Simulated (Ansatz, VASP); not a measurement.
Given: the input of a run of Ansatz 0.2.0 on Co.

The input input.yaml:

```yaml
crystal:
  lattice:
    - [2.539503294, 0.0, 0.0]
    - [0.0, 2.539503294, 0.0]
    - [0.0, 0.0, 25.7742]
  atoms:
    - { symbol: Co, position: [0.5, 0.5, 0.2909886631], spin: 3.5 }
    - { symbol: Co, position: [0.0, 0.0, 0.3606591087], spin: 3.5 }
    - { symbol: Co, position: [0.5, 0.5, 0.4303295544], spin: 3.5 }
    - { symbol: Co, position: [0.0, 0.0, 0.5], spin: 3.5 }
    - { symbol: Co, position: [0.5, 0.5, 0.5696704456], spin: 3.5 }
    - { symbol: Co, position: [0.0, 0.0, 0.6393408913], spin: 3.5 }
    - { symbol: Co, position: [0.5, 0.5, 0.7090113369], spin: 3.5 }
hamiltonian:
  xc: pbe
  pseudopotentials: { kind: paw }
magnetization:
  spin_polarized: true
kpoints:
  mp_grid: { grid: [10, 10, 1] }
scf:
  occupations: { method: fermi_dirac, width: 0.05 }
output:
  forces: true
  eigenvalues: true
efield:
  axis: 3
  dipole_correction: true
  ramp_width: 0.04
```

Potentials or basis: Ansatz PAW.

Command:

```bash
$ ansatz run input.yaml --threads 4 --pin off --max-ram 11264MiB --backend cpu --events-out ev --progress --plain --runs-dir out
```

**Question.** Set up the same calculation for VASP 6.6.1. Potentials there: VASP PAW PBE potentials, release 64 (Co).

**Answer.** As run (the cutoff follows the program's own potentials):

Contents of INCAR:

```
ALGO = Normal ; DIPOL = 0.5 0.5 0.500
EDIFF = 1E-6 ; ENCUT = 520
GGA = PE ; IDIPOL = 3
ISIF = 2 ; ISMEAR = -1
ISPIN = 2 ; LASPH = True
LCHARG = False ; LDIPOL = True
LMAXMIX = 4 ; LORBIT = 11
LREAL = False ; LWAVE = False
MAGMOM = 3.5 3.5 3.5 3.5 3.5 3.5 3.5 ; NBANDS = 44
NELM = 150 ; PREC = Accurate
SIGMA = 0.05
```

KPOINTS

```
k-points
0
Gamma
  10 10 1
```

Contents of POSCAR:

```
Co
1.0
    2.5395032940      0.0000000000      0.0000000000
    0.0000000000      2.5395032940      0.0000000000
    0.0000000000      0.0000000000     25.7742000000
Co
7
Direct
    0.5000000000      0.5000000000      0.2909886631
    0.0000000000      0.0000000000      0.3606591087
    0.5000000000      0.5000000000      0.4303295544
    0.0000000000      0.0000000000      0.5000000000
    0.5000000000      0.5000000000      0.5696704456
    0.0000000000      0.0000000000      0.6393408913
    0.5000000000      0.5000000000      0.7090113369
```

Potentials or basis: VASP PAW PBE potentials, release 64 (Co).

Launch:

```sh
$ cat potpaw_PBE.64/Co/POTCAR > POTCAR
$ mpirun -np 1 vasp_std > vasp.out
```

Both were run:

|  | VASP | Ansatz | Ansatz less VASP |
| --- | --- | --- | --- |
| gap on the k mesh at the Fermi level (eV) | none | none | - |
| rms of the force components (eV/Å) | 0.253 | 0.250 | -0.0029 |
| net moment per atom (μB) | 1.76 | 1.77 | +0.009 |
| size of the moment on the site where the two differ most (μB) | 1.74 | 1.79 | +0.055 |

Site moments also hang on the region over which each program counts them. Atom by atom the forces differ by 0.004 eV/Å (rms over components). A gap of «none» marks a metal or a gap that the smearing closes. VASP's potentials hold 63 valence electrons a cell and Ansatz's 119, so a difference there can come from the potentials and not from the codes.
